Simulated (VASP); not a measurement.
# Si3N4 (P6_3/m) in VASP: electric field gradients with PBE

Aim: the electric field gradients of Si3N4 with PBE.

Program: VASP 6.6.1. These are calculated values, not measurements. Logs are shortened: lines on timing, memory, paths and dates and some standing lists are left out, and cuts for length are marked.

**1. The cell of the first run**

Symmetry: P6_3/m, No. 176, hexagonal system. Conventional cell: a = 7.604 Å, b = 7.604 Å, c = 2.906 Å, α = 90.00°, β = 90.00°, γ = 120.00°. Si (site symmetry m) has 4 N at 1.73 to 1.74 Å within 2.3 Å. N (site symmetry m) has 3 Si at 1.74 Å within 2.3 Å. Within 2.3 Å of N (site symmetry -6) lie 3 Si at 1.73 Å.

**2. Electric field gradients, PBE**

INCAR reads:

```
SYSTEM = Si3N4
PREC = Accurate
ENCUT = 520
EDIFF = 1E-8
ISMEAR = -1
SIGMA = 0.02
LREAL = .FALSE.
LASPH = .TRUE.
NELM = 80
ALGO = Normal
ISIF = 2
LWAVE = .FALSE.
LCHARG = .FALSE.
GGA = PE
LEFG = .TRUE.
NBANDS = 45
```

KPOINTS reads:

```
Automatic mesh
0
G
  4 4 10
  0 0 0
```

POSCAR reads:

```
Si3N4
1.0
    7.6044000000      0.0000000000      0.0000000000
   -3.8022000000      6.5856035805      0.0000000000
    0.0000000000      0.0000000000      2.9063000000
Si N
6 8
Direct
    0.7679796747      0.1740937292      0.2500000000
    0.5938859455      0.7679796747      0.7500000000
    0.8259062708      0.5938859455      0.2500000000
    0.2320203253      0.8259062708      0.7500000000
    0.4061140545      0.2320203253      0.2500000000
    0.1740937292      0.4061140545      0.7500000000
    0.0299692425      0.3298825355      0.2500000000
    0.7000867070      0.0299692425      0.7500000000
    0.6701174645      0.7000867070      0.2500000000
    0.9700307575      0.6701174645      0.7500000000
    0.2999132930      0.9700307575      0.2500000000
    0.3298825355      0.2999132930      0.7500000000
    0.6666666667      0.3333333333      0.2500000000
    0.3333333333      0.6666666667      0.7500000000
```

Potentials or basis: VASP PAW PBE potentials, release 64 (Si, N).

Started as:

```sh
$ cat potpaw_PBE.64/Si/POTCAR potpaw_PBE.64/N/POTCAR > POTCAR
$ mpirun -np 1 vasp_std > vasp.out
```

OUTCAR:

```text
SYSTEM = Si3N4
   PREC = Accurate
   ENCUT = 520
   EDIFF = 1E-8
   ISMEAR = -1
   LREAL = .FALSE.
   LASPH = .TRUE.
   NELM = 80
   ISIF = 2
   GGA = PE

 ion  position               nearest neighbor table
   1  0.768  0.174  0.250-  13 1.73   7 1.74   8 1.74   8 1.74   3 3.00   5 3.00   2 3.05   2 3.05
                             6 3.05   6 3.05
   2  0.594  0.768  0.750-  14 1.73   8 1.74   9 1.74   9 1.74   6 3.00   4 3.00   1 3.05   1 3.05
                             3 3.05   3 3.05
   3  0.826  0.594  0.250-  13 1.73   9 1.74  10 1.74  10 1.74   1 3.00   5 3.00   4 3.05   4 3.05
                             2 3.05   2 3.05
   4  0.232  0.826  0.750-  14 1.73  10 1.74  11 1.74  11 1.74   6 3.00   2 3.00   5 3.05   5 3.05
                             3 3.05   3 3.05
   5  0.406  0.232  0.250-  13 1.73  11 1.74  12 1.74  12 1.74   3 3.00   1 3.00   4 3.05   4 3.05
                             6 3.05   6 3.05
   6  0.174  0.406  0.750-  14 1.73  12 1.74   7 1.74   7 1.74   4 3.00   2 3.00   1 3.05   1 3.05
                             5 3.05   5 3.05
   7  0.030  0.330  0.250-   1 1.74   6 1.74   6 1.74
   8  0.700  0.030  0.750-   2 1.74   1 1.74   1 1.74
   9  0.670  0.700  0.250-   3 1.74   2 1.74   2 1.74
  10  0.970  0.670  0.750-   4 1.74   3 1.74   3 1.74
  11  0.300  0.970  0.250-   5 1.74   4 1.74   4 1.74
  12  0.330  0.300  0.750-   6 1.74   5 1.74   5 1.74
  13  0.667  0.333  0.250-   1 1.73   3 1.73   5 1.73
  14  0.333  0.667  0.750-   4 1.73   6 1.73   2 1.73

  LATTYP: Found a hexagonal cell.
 ALAT       =     7.6044000000
 C/A-ratio  =     0.3821866288

  Lattice vectors:

 A1 = (   7.6044000000,   0.0000000000,   0.0000000000)
 A2 = (  -3.8022000000,   6.5856035805,   0.0000000000)
 A3 = (   0.0000000000,   0.0000000000,   2.9063000000)

Analysis of symmetry for initial positions (statically):
=====================================================================
 Subroutine PRICEL returns:
 Original cell was already a primitive cell.

 Routine SETGRP: Setting up the symmetry group for a
 hexagonal supercell.

 Subroutine GETGRP returns: Found 12 space group operations
 (whereof  6 operations were pure point group operations)
 out of a pool of 24 trial point group operations.

The static configuration has the point symmetry S_6 .
 The point group associated with its full space group is C_6h.

Analysis of symmetry for dynamics (positions and initial velocities):
=====================================================================
 Subroutine PRICEL returns:
 Original cell was already a primitive cell.

 Routine SETGRP: Setting up the symmetry group for a
 hexagonal supercell.

 Subroutine GETGRP returns: Found 12 space group operations
 (whereof  6 operations were pure point group operations)
 out of a pool of 24 trial point group operations.

The dynamic configuration has the point symmetry S_6 .
 The point group associated with its full space group is C_6h.

 Subroutine INISYM returns: Found 12 space group operations
 (whereof  6 operations are pure point group operations),
 and found     1 'primitive' translations

----------------------------------------------------------------------------------------

                                     Primitive cell

  volume of cell :     145.5462

  direct lattice vectors                    reciprocal lattice vectors
     7.604400000  0.000000000  0.000000000     0.131502814  0.075923185  0.000000000
    -3.802200000  6.585603580  0.000000000     0.000000000  0.151846370  0.000000000
     0.000000000  0.000000000  2.906300000     0.000000000  0.000000000  0.344080102

  length of vectors
     7.604400000  7.604400000  2.906300000     0.151846370  0.151846370  0.344080102

  position of ions in fractional coordinates (direct lattice)
     0.767979675  0.174093729  0.250000000
     0.593885945  0.767979675  0.750000000
     0.825906271  0.593885945  0.250000000
     0.232020325  0.825906271  0.750000000
     0.406114055  0.232020325  0.250000000
     0.174093729  0.406114055  0.750000000
     0.029969243  0.329882535  0.250000000
     0.700086707  0.029969243  0.750000000
     0.670117465  0.700086707  0.250000000
     0.970030757  0.670117465  0.750000000
     0.299913293  0.970030757  0.250000000
     0.329882535  0.299913293  0.750000000
     0.666666667  0.333333333  0.250000000
     0.333333333  0.666666667  0.750000000

  ion indices of the primitive-cell ions
   primitive index   ion index
                 1           1
                 2           2
                 3           3
                 4           4
                 5           5
                 6           6
                 7           7
                 8           8
[... 87 lines left out ...]
   PSTRESS=    0.0 pullay stress
   NELECT =      64.0000    total number of electrons
   NUPDOWN=      -1.0000    fix difference up-down
   EMIN   =  10.00;   EMAX   =-10.00  energy-range for DOS
   EFERMI =   0.00;   METHOD = LEGACY
   ISMEAR =    -1;   SIGMA  =   0.02  broadening in eV -4-tet -1-fermi 0-gaus
   EFERMI_NEDOS =   21; number of points for ismear=-14 and -15
   IALGO  =     38    algorithm
   IMIX   =      4    mixing-type and parameters
     AMIX     =   0.40;   BMIX     =  1.00
     AMIX_MAG =   1.60;   BMIX_MAG =  1.00
  volume/ion in A,a.u.               =      10.40        70.16
  Fermi-wavevector in a.u.,A,eV,Ry     =   1.244900  2.352520 21.085986  1.549776
  Thomas-Fermi vector in A             =   2.379146
   LORBIT       =      0    0 simple, 1 ext, 2 COOP (PROOUT), +10 PAW based schemes
   GGA     = PE    functional components
   LHFCALC =     F    Hartree Fock is set to
   AEXX    =    0.0000 exact exchange contribution
   IVDW    =     0    specifies the selected vdW correction
   LEPSILON=     F    determine dielectric tensor
   LRPA    =     F    only Hartree local field effects (RPA)
 non-spin polarized calculation
  energy-cutoff  :      520.00
  volume of cell :      145.55
 maximum number of plane-waves:      3965
 NGX is ok and might be reduce to    60
   NGX = 29   NGY = 29   NGZ = 11

 number of electron      63.9999992 magnetization

 Free energy of the ion-electron system (eV)
  ---------------------------------------------------
  ext. energy  EPLUGINS =         0.00000000
  ---------------------------------------------------
  free energy    TOTEN  =      -114.49238705 eV

  energy without entropy =     -114.49238705  energy(sigma->0) =     -114.49238705

 E-fermi :   7.2235     XC(G=0): -10.8087

 val. band max:        6.7687406387   @ k =   0.0000   0.0000   0.2000
 cond. band min:      11.0956460239   @ k =   0.0000   0.0000   0.0000
 fundamental gap:      4.3269053852
 Fermi energy:         7.2235192775

 k-point     1 :       0.0000    0.0000    0.0000
  band No.  band energies     occupation
      1     -11.4558      2.00000
      2      -9.9940      2.00000
      3      -9.9940      2.00000
      4      -9.3487      2.00000
      5      -9.2225      2.00000
      6      -9.2225      2.00000
[... 1117 lines left out ...]
     43      14.4078      0.00000
     44      14.4078      0.00000
 [bands above 44 left out]

------------------------ aborting loop because EDIFF is reached ----------------------------------------

  FORCE on cell =-STRESS in cart. coord.  units (eV):
  Direction    XX          YY          ZZ          XY          YZ          ZX
  --------------------------------------------------------------------------------------
  -------------------------------------------------------------------------------------
  Total        4.7497824      4.7497824      4.7309776     -0.0000000     -0.0000000      0.0000000
  in kB       52.2857471     52.2857471     52.0787430     -0.0000004     -0.0000000      0.0000000
  external PRESSURE =      52.2167457 kB  Pullay stress =       0.0000000 kB

 VOLUME and BASIS-vectors are now :
 -----------------------------------------------------------------------------
  energy-cutoff  :      520.00
  volume of cell :      145.55
      direct lattice vectors                 reciprocal lattice vectors
     7.604400000  0.000000000  0.000000000     0.131502814  0.075923185  0.000000000
    -3.802200000  6.585603580  0.000000000     0.000000000  0.151846370  0.000000000
     0.000000000  0.000000000  2.906300000     0.000000000  0.000000000  0.344080102

 POSITION                                       TOTAL-FORCE (eV/Angst)
 -----------------------------------------------------------------------------------
      5.17809      1.14651      0.72657        -0.011856      0.000652     -0.000000
      1.59613      5.05761      2.17972        -0.006493     -0.009941     -0.000000
      4.02245      3.91110      0.72657         0.005363     -0.010593      0.000000
     -1.37589      5.43909      2.17972         0.011856     -0.000652     -0.000000
      2.20607      1.52799      0.72657         0.006493      0.009941     -0.000000
     -0.22025      2.67451      2.17972        -0.005363      0.010593     -0.000000
     -1.02638      2.17248      0.72657        -0.004839     -0.014005     -0.000000
      5.20979      0.19737      2.17972         0.009709     -0.011193      0.000000
      2.43397      4.61049      0.72657         0.014548      0.002812      0.000000
      4.82858      4.41313      2.17972         0.004839      0.014005      0.000000
     -1.40759      6.38824      0.72657        -0.009709      0.011193      0.000000
      1.36823      1.97511      2.17972        -0.014548     -0.002812      0.000000
      3.80220      2.19520      0.72657        -0.000000     -0.000000      0.000000
     -0.00000      4.39040      2.17972         0.000000     -0.000000     -0.000000
 -----------------------------------------------------------------------------------
    total drift:                                0.000000      0.000000     -0.000000

  FREE ENERGIE OF THE ION-ELECTRON SYSTEM (eV)
  ---------------------------------------------------
  free  energy   TOTEN  =      -114.4923870467 eV

  energy  without entropy=     -114.4923870467  energy(sigma->0) =     -114.49238705

 Electric field gradients (V/A^2)
---------------------------------------------------------------------
 ion       V_xx      V_yy      V_zz      V_xy      V_xz      V_yz
---------------------------------------------------------------------
   1      -0.170     4.019    -3.850     7.368     0.000     0.000
   2      -3.409     7.258    -3.850    -5.498     0.000     0.000
   3       9.353    -5.503    -3.850    -1.870     0.000     0.000
   4      -0.170     4.019    -3.850     7.368     0.000    -0.000
   5      -3.409     7.258    -3.850    -5.498    -0.000    -0.000
   6       9.353    -5.503    -3.850    -1.870     0.000     0.000
   7       2.253   -27.768    25.515    30.394     0.000     0.000
   8     -46.585    21.070    25.515    -2.198     0.000    -0.000
   9       6.060   -31.575    25.515   -28.196    -0.000    -0.000
  10       2.253   -27.768    25.515    30.394    -0.000    -0.000
  11     -46.585    21.070    25.515    -2.198     0.000     0.000
  12       6.060   -31.575    25.515   -28.196     0.000    -0.000
  13      23.062    23.063   -46.125     0.001     0.000     0.000
  14      23.062    23.063   -46.125     0.001    -0.000     0.000
---------------------------------------------------------------------

 Electric field gradients after diagonalization (V/A^2)
 (convention: |V_zz| > |V_xx| > |V_yy|)
----------------------------------------------------------------------
 ion       V_xx      V_yy      V_zz     asymmetry (V_yy - V_xx)/ V_zz
----------------------------------------------------------------------
   1      -5.735    -3.850     9.585       0.197
   2      -5.735    -3.850     9.585       0.197
   3      -5.735    -3.850     9.585       0.197
   4      -5.735    -3.850     9.585       0.197
   5      -5.735    -3.850     9.585       0.197
   6      -5.735    -3.850     9.585       0.197
   7      25.515    21.141   -46.656       0.094
   8      25.515    21.141   -46.656       0.094
   9      25.515    21.142   -46.656       0.094
  10      25.515    21.141   -46.656       0.094
  11      25.515    21.141   -46.656       0.094
  12      25.515    21.142   -46.656       0.094
  13      23.063    23.062   -46.125       0.000
  14      23.063    23.062   -46.125       0.000
----------------------------------------------------------------------

           NMR quadrupolar parameters

 Cq : quadrupolar parameter    Cq=e*Q*V_zz/h
 eta: asymmetry parameters     (V_yy - V_xx)/ V_zz
 Q  : nuclear electric quadrupole moment in mb (millibarn)
----------------------------------------------------------------------
 ion       Cq(MHz)       eta       Q (mb)
----------------------------------------------------------------------
   1       0.023       0.197       1.000
   2       0.023       0.197       1.000
   3       0.023       0.197       1.000
   4       0.023       0.197       1.000
   5       0.023       0.197       1.000
   6       0.023       0.197       1.000
   7      -0.113       0.094       1.000
   8      -0.113       0.094       1.000
   9      -0.113       0.094       1.000
  10      -0.113       0.094       1.000
  11      -0.113       0.094       1.000
  12      -0.113       0.094       1.000
  13      -0.112       0.000       1.000
  14      -0.112       0.000       1.000
----------------------------------------------------------------------
```

Wall time 6.1 min (1 thread of Intel Xeon 8259CL, shared host); peak memory 0.33 GiB.

Results:

* Free energy: -114.4924 eV
* Pressure: 5.2 GPa
* Largest force: 0.015 eV/Å
* Band gap on the k mesh: 4.33 eV (least direct gap 4.52 eV)
* Largest electric field gradient by atom: Si +9.6; N -46.7, -46.1 (each value once) V/Å²

Forces in eV/Å, atoms in the order of the input:
```
Si  -0.012  0.001  0.000
Si  -0.006 -0.010  0.000
Si   0.005 -0.011  0.000
Si   0.012 -0.001  0.000
Si   0.006  0.010  0.000
Si  -0.005  0.011  0.000
N   -0.005 -0.014  0.000
N    0.010 -0.011  0.000
N    0.015  0.003  0.000
N    0.005  0.014  0.000
N   -0.010  0.011  0.000
N   -0.015 -0.003  0.000
N    0.000  0.000  0.000
N    0.000  0.000  0.000
```

Levels at points of the mesh, in eV from the valence-band top:
```
           k point  band 28  band 29  band 30  band 31  band 32  band 33  band 34  band 35  band 36  band 37
(0.00, 0.00, 0.00)    -1.29    -1.29    -0.46    -0.39    -0.19     4.33     4.77     4.90     4.90     5.23
(0.50, 0.00, 0.00)    -1.68    -1.35    -0.77    -0.32    -0.25     4.63     4.72     4.88     5.30     5.82
(0.00, 0.00, 0.50)    -1.62    -1.62    -1.62    -1.34    -1.34     4.72     4.72     4.72     4.72     7.32
(0.50, 0.00, 0.50)    -1.88    -1.50    -1.50    -1.05    -1.05     4.81     4.81     5.87     5.87     6.23
```

Electric field gradients, principal values (V/Å²):
```
atom   least  middle  greatest (by size)
1 Si  -3.850  -5.735               9.585
2 Si  -3.850  -5.735               9.585
3 Si  -3.850  -5.735               9.585
4 Si  -3.850  -5.735               9.585
5 Si  -3.850  -5.735               9.585
6 Si  -3.850  -5.735               9.585
 7 N  21.141  25.515             -46.656
 8 N  21.141  25.515             -46.656
 9 N  21.142  25.515             -46.656
10 N  21.141  25.515             -46.656
11 N  21.141  25.515             -46.656
12 N  21.142  25.515             -46.656
13 N  23.062  23.063             -46.125
14 N  23.062  23.063             -46.125
```

Caveat: the cell stands under pressure; without QUAD_EFG the Cq values of the log hold for a quadrupole moment of 1 mb, not for the nuclei.
